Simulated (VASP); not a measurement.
Input of a VASP 6.6.1 run:

The input INCAR:

```
PREC = Accurate
ENCUT = 520
EDIFF = 1E-7
ISMEAR = -1
SIGMA = 0.06122561905347299
LREAL = F
LASPH = T
NELM = 60
ALGO = Normal
ISIF = 2
LWAVE = F
LCHARG = F
GGA = PE
NBANDS = 12
```

The input KPOINTS:

```
regular mesh
0
Gamma
  14 14 14
```

The input POSCAR:

```
Ga
1.0
    2.7559771611      0.0000000000      0.0000000000
    0.0000000000      2.7559771611      0.0000000000
    0.0000000000      0.0000000000      2.7559771611
Ga
1
Direct
    0.0000000000      0.0000000000      0.0000000000
```

Potentials or basis: VASP PAW PBE potentials, release 64 (Ga_d).

Run with:

```sh
$ cat potpaw_PBE.64/Ga_d/POTCAR > POTCAR
$ mpirun -np 1 vasp_std > vasp.out
```

(1) Predict the pressure.

Results:

(1) -1.6 GPa.
